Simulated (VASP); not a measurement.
A run of VASP 6.6.1 is set up as follows.

INCAR

```
AGGAC    = 1.0          
AGGAX    = 1.0          
ALDAC    = 0.0          
ALDAX    = 1.0          
ALGO     = Normal         # electronic algorithm
EDIFF    = 1E-6           # SCF threshold, eV
ENCUT    = 560            # plane-wave cutoff, eV
GGA      = B5             # functional
GGA_COMPAT= F            
ISIF     = 2              # what is computed and relaxed
ISMEAR   = -1             # smearing method
IVDW     = 13             # dispersion correction
LASPH    = T              # aspherical terms in the spheres
LCHARG   = F              # write CHGCAR
LREAL    = F              # projectors in reciprocal space
LWAVE    = F              # write WAVECAR
NBANDS   = 23             # bands
NELM     = 120            # most SCF steps
PREC     = Accurate       # precision mode
SIGMA    = 0.05           # smearing width, eV
VDW_A1   = 0.44488865   
VDW_A2   = 4.0933009    
VDW_S6   = 1.0          
VDW_S8   = 2.34076671
```

The input KPOINTS:

```
k-points
0
Gamma
  11 11 6
```

File POSCAR:

```
Ru
1.0
    2.6692306523      0.0000000000      0.0000000000
   -1.3346153261      2.3116215535      0.0000000000
    0.0000000000      0.0000000000      4.2240293924
Ru
2
Direct
    0.6666666667      0.3333333333      0.7500000000
    0.3333333333      0.6666666667      0.2500000000
```

Potentials or basis: VASP PAW PBE potentials, release 64 (Ru_sv).

Command:

```console
$ cat potpaw_PBE.64/Ru_sv/POTCAR > POTCAR
$ mpirun -np 1 vasp_std > vasp.out
```

Q: Estimate the dispersion energy per atom.

A: -1.051 eV.

Q: What does it give for the band gap on the k mesh?

A: Zero (bands 16 and 17 overlap by 3.27 eV).

Q: Estimate the pressure.

A: 22.4 GPa.

Stress tensor (GPa, compression positive):
```
22.08  0.00  0.00
 0.00 22.08  0.00
 0.00  0.00 23.05
```

Caveat: the cell stands under pressure; the dispersion term is far too large for a dense solid, which distorts pressure and volume; the PAW data sets were made with another functional, which shifts forces and pressure a little.
